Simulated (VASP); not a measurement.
# Ag (Pm-3m) in VASP: density of states with PBE

Aim: the density of states of Ag with PBE.

Program: VASP 6.6.1. These are calculated values, not measurements. Logs are shortened: lines on timing, memory, paths and dates and some standing lists are left out, and cuts for length are marked.

### 1 The cell of the first run

Symmetry: Pm-3m, No. 221, cubic system. Conventional cell: a = 2.596 Å, b = 2.596 Å, c = 2.596 Å, α = 90.00°, β = 90.00°, γ = 90.00°. Within 3.4 Å of Ag (site symmetry m-3m) lie 6 Ag at 2.60 Å.

### 2 Density of states, PBE (volume scaled by 0.84)

The input, POSCAR:

```
Ag
1.0
    2.5957520338      0.0000000000      0.0000000000
    0.0000000000      2.5957520338      0.0000000000
    0.0000000000      0.0000000000      2.5957520338
Ag
1
Direct
    0.0000000000      0.0000000000      0.0000000000
```

The input, INCAR.step1:

```
SYSTEM = Ag
PREC     = Accurate       ! precision mode
ENCUT    = 520            ! plane-wave cutoff, eV
EDIFF    = 1E-7           ! SCF threshold, eV
ISMEAR   = -1             ! smearing method
SIGMA    = 0.08           ! smearing width, eV
LREAL    = .False.        ! projectors in reciprocal space
LASPH    = .True.         ! aspherical terms in the spheres
NELM     = 80             ! most SCF steps
ALGO     = Normal         ! electronic algorithm
ISIF     = 2              ! what is computed and relaxed
LWAVE    = .False.        ! write WAVECAR
LCHARG   = .True.         ! write CHGCAR
LMAXMIX  = 4              ! l up to which the mixer works
GGA      = PE             ! functional
NBANDS   = 12             ! bands
```

The input, KPOINTS.step1:

```
Automatic mesh
0
Gamma
  16 16 16
  0 0 0
```

The input, INCAR.step2:

```
SYSTEM = Ag
PREC     = Accurate       ! precision mode
ENCUT    = 520            ! plane-wave cutoff, eV
EDIFF    = 1E-7           ! SCF threshold, eV
ISMEAR   = -5             ! smearing method
SIGMA    = 0.08           ! smearing width, eV
LREAL    = .False.        ! projectors in reciprocal space
LASPH    = .True.         ! aspherical terms in the spheres
NELM     = 80             ! most SCF steps
ALGO     = Normal         ! electronic algorithm
ISIF     = 2              ! what is computed and relaxed
LWAVE    = .False.        ! write WAVECAR
LCHARG   = .False.        ! write CHGCAR
LMAXMIX  = 4              ! l up to which the mixer works
GGA      = PE             ! functional
LORBIT   = 11             ! projections on sites
NBANDS   = 12             ! bands
NEDOS    = 1001           ! points of the DOS
ICHARG   = 11             ! starting density
```

The input, KPOINTS.step2:

```
Automatic mesh
0
Gamma
  24 24 24
  0 0 0
```

Potentials or basis: VASP PAW PBE potentials, release 64 (Ag).

The run is started by

```console
> cat potpaw_PBE.64/Ag/POTCAR > POTCAR
> cp INCAR.step1 INCAR
> cp KPOINTS.step1 KPOINTS
> mpirun -np 1 vasp_std > vasp.out
> cp INCAR.step2 INCAR
> cp KPOINTS.step2 KPOINTS
> mpirun -np 1 vasp_std > vasp.out
```

OUTCAR:

```text
SYSTEM = Ag
   PREC = Accurate
   ENCUT = 520
   EDIFF = 1E-7
   ISMEAR = -5
   LREAL = .False.
   LASPH = .True.
   NELM = 80
   ISIF = 2
   GGA = PE
   LORBIT = 11
   ICHARG = 11

 ion  position               nearest neighbor table
   1  0.000  0.000  0.000-

  LATTYP: Found a simple cubic cell.
 ALAT       =     2.5957520338

  Lattice vectors:

 A1 = (   2.5957520338,   0.0000000000,   0.0000000000)
 A2 = (   0.0000000000,   2.5957520338,   0.0000000000)
 A3 = (   0.0000000000,   0.0000000000,   2.5957520338)

Analysis of symmetry for initial positions (statically):
=====================================================================
 Subroutine PRICEL returns:
 Original cell was already a primitive cell.

 Routine SETGRP: Setting up the symmetry group for a
 simple cubic supercell.

 Subroutine GETGRP returns: Found 48 space group operations
 (whereof 48 operations were pure point group operations)
 out of a pool of 48 trial point group operations.

The static configuration has the point symmetry O_h .

Analysis of symmetry for dynamics (positions and initial velocities):
=====================================================================
 Subroutine PRICEL returns:
 Original cell was already a primitive cell.

 Routine SETGRP: Setting up the symmetry group for a
 simple cubic supercell.

 Subroutine GETGRP returns: Found 48 space group operations
 (whereof 48 operations were pure point group operations)
 out of a pool of 48 trial point group operations.

The dynamic configuration has the point symmetry O_h .

 Subroutine INISYM returns: Found 48 space group operations
 (whereof 48 operations are pure point group operations),
 and found     1 'primitive' translations

----------------------------------------------------------------------------------------

                                     Primitive cell

  volume of cell :      17.4900

  direct lattice vectors                    reciprocal lattice vectors
     2.595752034  0.000000000  0.000000000     0.385244810  0.000000000  0.000000000
     0.000000000  2.595752034  0.000000000     0.000000000  0.385244810  0.000000000
     0.000000000  0.000000000  2.595752034     0.000000000  0.000000000  0.385244810

  length of vectors
     2.595752034  2.595752034  2.595752034     0.385244810  0.385244810  0.385244810

  position of ions in fractional coordinates (direct lattice)
     0.000000000  0.000000000  0.000000000

  ion indices of the primitive-cell ions
   primitive index   ion index
                 1           1

----------------------------------------------------------------------------------------

 KPOINTS: Automatic mesh

Automatic generation of k-mesh.
 Grid dimensions read from file:
 generate k-points for:   24   24   24

 Generating k-lattice:

  Cartesian coordinates                     Fractional coordinates (reciprocal lattice)
     0.016051867  0.000000000  0.000000000     0.041666667  0.000000000  0.000000000
     0.000000000  0.016051867  0.000000000     0.000000000  0.041666667  0.000000000
     0.000000000  0.000000000  0.016051867     0.000000000  0.000000000  0.041666667

  Length of vectors
     0.016051867  0.016051867  0.016051867

  Shift w.r.t. Gamma in fractional coordinates (k-lattice)
     0.000000000  0.000000000  0.000000000

 TETIRR: Found   6890 inequivalent tetrahedra from    82944

 Subroutine IBZKPT returns following result:
 ===========================================

 Found    455 irreducible k-points:

 Following reciprocal coordinates:
            Coordinates               Weight
  0.000000  0.000000  0.000000      1.000000
  0.041667  0.000000  0.000000      6.000000
  0.083333  0.000000  0.000000      6.000000
  0.125000  0.000000  0.000000      6.000000
  0.166667  0.000000  0.000000      6.000000
  0.208333  0.000000  0.000000      6.000000
[... 16 lines left out ...]
  0.416667  0.041667  0.000000     24.000000
  0.458333  0.041667  0.000000     24.000000
 [... further k-points ...]
   k-points           NKPTS =    455   k-points in BZ     NKDIM =    455   number of bands    NBANDS=     12
   number of dos      NEDOS =   1001   number of ions     NIONS =      1
   total plane-waves  NPLWV =   8000
   dimension x,y,z NGX =    20 NGY =   20 NGZ =   20
   dimension x,y,z NGXF=    40 NGYF=   40 NGZF=   40
   ions per type =               1
   NGX,Y,Z   is equivalent  to a cutoff of  12.81, 12.81, 12.81 a.u.
   NGXF,Y,Z  is equivalent  to a cutoff of  25.62, 25.62, 25.62 a.u.
 SYSTEM =  Ag
   PREC   = accura    normal or accurate (medium, high low for compatibility)
   ISTART =      0    job   : 0-new  1-cont  2-samecut
   ICHARG =     11    charge: 1-file 2-atom 10-const
   ISPIN  =      1    spin polarized calculation?
   LNONCOLLINEAR =      F non collinear calculations
   LSORBIT =      F    spin-orbit coupling
   LASPH  =      T    aspherical Exc in radial PAW
   ENCUT  =  520.0 eV  38.22 Ry    6.18 a.u.   4.83  4.83  4.83*2*pi/ulx,y,z
   NELM   =     80;   NELMIN=  2; NELMDL=  0     # of ELM steps
   EDIFF  = 0.1E-06   stopping-criterion for ELM
   LREAL  =      F    real-space projection
   EDIFFG = 0.1E-05   stopping-criterion for IOM
   NSW    =      0    number of steps for IOM
   IBRION =     -1    ionic relax: 0-MD 1-quasi-New 2-CG
   NFREE  =      0    steps in history (QN), initial steepest desc. (CG)
   ISIF   =      2    stress and relaxation
   ISYM   =      2    0-nonsym 1-usesym 2-fastsym
   POTIM  = 0.5000    time-step for ionic-motion
   TEBEG  =    0.0;   TEEND  =   0.0 temperature during run
   PSTRESS=    0.0 pullay stress
   NELECT =      11.0000    total number of electrons
   NUPDOWN=      -1.0000    fix difference up-down
   EMIN   =  10.00;   EMAX   =-10.00  energy-range for DOS
   EFERMI =   0.00;   METHOD = LEGACY
   ISMEAR =    -5;   SIGMA  =   0.08  broadening in eV -4-tet -1-fermi 0-gaus
   EFERMI_NEDOS =   21; number of points for ismear=-14 and -15
   IALGO  =     38    algorithm
   IMIX   =      4    mixing-type and parameters
     AMIX     =   0.40;   BMIX     =  1.00
     AMIX_MAG =   1.60;   BMIX_MAG =  1.00
  volume/ion in A,a.u.               =      17.49       118.03
  Fermi-wavevector in a.u.,A,eV,Ry     =   1.402628  2.650583 26.767632  1.967365
  Thomas-Fermi vector in A             =   2.525371
   LORBIT       =     11    0 simple, 1 ext, 2 COOP (PROOUT), +10 PAW based schemes
   GGA     = PE    functional components
   LHFCALC =     F    Hartree Fock is set to
   AEXX    =    0.0000 exact exchange contribution
   IVDW    =     0    specifies the selected vdW correction
   LEPSILON=     F    determine dielectric tensor
   LRPA    =     F    only Hartree local field effects (RPA)
 non-spin polarized calculation
 Fermi weights with tetrahedron method with Bloechl corrections
  energy-cutoff  :      520.00
  volume of cell :       17.49
 maximum number of plane-waves:       487
 NGX is ok and might be reduce to    20

 number of electron      11.0000006 magnetization

 Free energy of the ion-electron system (eV)
  ---------------------------------------------------
  ext. energy  EPLUGINS =         0.00000000
  ---------------------------------------------------
  free energy    TOTEN  =        -2.22668766 eV

  energy without entropy =       -2.22668766  energy(sigma->0) =       -2.22668766

 E-fermi :   8.0211     XC(G=0): -11.9594

 val. band max:        8.0115760794   @ k =   0.4583   0.1667   0.0417
 cond. band min:       8.0218063507   @ k =   0.3750   0.3333   0.0000
 fundamental gap:      0.0102302713
 Fermi energy:         8.0211130869

 k-point     1 :       0.0000    0.0000    0.0000
  band No.  band energies     occupation
      1       0.5735      2.00000
      2       1.3888      2.00000
      3       1.3888      2.00000
      4       5.2526      2.00000
      5       5.2526      2.00000
      6       5.2526      2.00000
      7      23.2329      0.00000
      8      23.2329      0.00000
      9      23.2329      0.00000
     10      29.1679      0.00000
     11      29.1679      0.00000
     12      29.6733      0.00000

 k-point     2 :       0.0417    0.0000    0.0000
  band No.  band energies     occupation
      1       0.6182      2.00000
      2       1.3953      2.00000
      3       1.4212      2.00000
      4       5.2279      2.00000
      5       5.2279      2.00000
      6       5.2546      2.00000
      7      22.7898      0.00000
      8      23.3033      0.00000
      9      23.3033      0.00000
     10      29.0945      0.00000
     11      29.3315      0.00000
     12      30.0109      0.00000

 k-point     3 :       0.0833    0.0000    0.0000
  band No.  band energies     occupation
      1       0.7443      2.00000
      2       1.4142      2.00000
      3       1.5245      2.00000
      4       5.1561      2.00000
      5       5.1561      2.00000
      6       5.2605      2.00000
      7      21.7399      0.00000
      8      23.5116      0.00000
      9      23.5116      0.00000
     10      28.8832      0.00000
     11      29.3974      0.00000
     12      31.1659      0.00000
[... 286 lines left out ...]
 k-point    23 :       0.4167    0.0417    0.0000
  band No.  band energies     occupation
      1       1.7808      2.00000
      2       2.1075      2.00000
      3       3.9488      2.00000
      4       4.0483      2.00000
      5       5.3411      2.00000
      6       6.1402      2.00000
      7      11.6460      0.00000
      8      25.7620      0.00000
      9      27.6510      0.00000
     10      28.4955      0.00000
     11      28.9346      0.00000
     12      34.1385      0.00000

 k-point    24 :       0.4583    0.0417    0.0000
  band No.  band energies     occupation
      1       1.8016      2.00000
      2       2.1731      2.00000
      3       3.8955      2.00000
      4       3.9906      2.00000
      5       5.3472      2.00000
      6       6.8241      2.00000
      7      10.8052      0.00000
      8      25.6637      0.00000
      9      27.9631      0.00000
     10      28.8453      0.00000
     11      29.0583      0.00000
     12      33.5547      0.00000

 [... further k-points ...]
[... 5 lines left out ...]
  --------------------------------------------------------------------------------------
  -------------------------------------------------------------------------------------
  Total        2.0489381      2.0489381      2.0489381      0.0000000     -0.0000000      0.0000000
  in kB      187.6937503    187.6937503    187.6937503      0.0000000     -0.0000000      0.0000000
  external PRESSURE =     187.6937503 kB  Pullay stress =       0.0000000 kB

 VOLUME and BASIS-vectors are now :
 -----------------------------------------------------------------------------
  energy-cutoff  :      520.00
  volume of cell :       17.49
      direct lattice vectors                 reciprocal lattice vectors
     2.595752034  0.000000000  0.000000000     0.385244810  0.000000000  0.000000000
     0.000000000  2.595752034  0.000000000     0.000000000  0.385244810  0.000000000
     0.000000000  0.000000000  2.595752034     0.000000000  0.000000000  0.385244810

 POSITION                                       TOTAL-FORCE (eV/Angst)
 -----------------------------------------------------------------------------------
      0.00000      0.00000      0.00000         0.000000      0.000000      0.000000
 -----------------------------------------------------------------------------------
    total drift:                               -0.000000      0.000000      0.000000

  FREE ENERGIE OF THE ION-ELECTRON SYSTEM (eV)
  ---------------------------------------------------
  free  energy   TOTEN  =        -2.2266876614 eV

  energy  without entropy=       -2.2266876614  energy(sigma->0) =       -2.22668766

 total charge

# of ion       s       p       d       tot
------------------------------------------
    1        0.485   0.321   9.198  10.005
```

Wall time 40 s (1 thread of Intel Xeon 6975P-C, shared host); peak memory 0.21 GiB.

Results:

* Valence electrons inside the program's atomic spheres: Ag 10.01

Levels at points of the mesh, in eV from the Fermi level:
```csv
k point,band 1,band 2,band 3,band 4,band 5,band 6,band 7,band 8,band 9,band 10
"(0.00, 0.00, 0.00)",-7.45,-6.63,-6.63,-2.77,-2.77,-2.77,15.21,15.21,15.21,21.15
"(0.50, 0.00, 0.00)",-6.24,-5.87,-4.05,-4.05,-2.65,-1.00,2.42,17.65,20.23,21.17
"(0.50, 0.50, 0.00)",-6.69,-5.61,-3.82,-3.82,-1.77,4.06,4.06,9.20,10.43,22.73
"(0.50, 0.50, 0.50)",-5.99,-5.99,-5.99,-1.69,-1.69,9.53,9.53,9.53,10.22,15.78
```

Caveat: tetrahedron occupations give inexact forces and stress in metals.
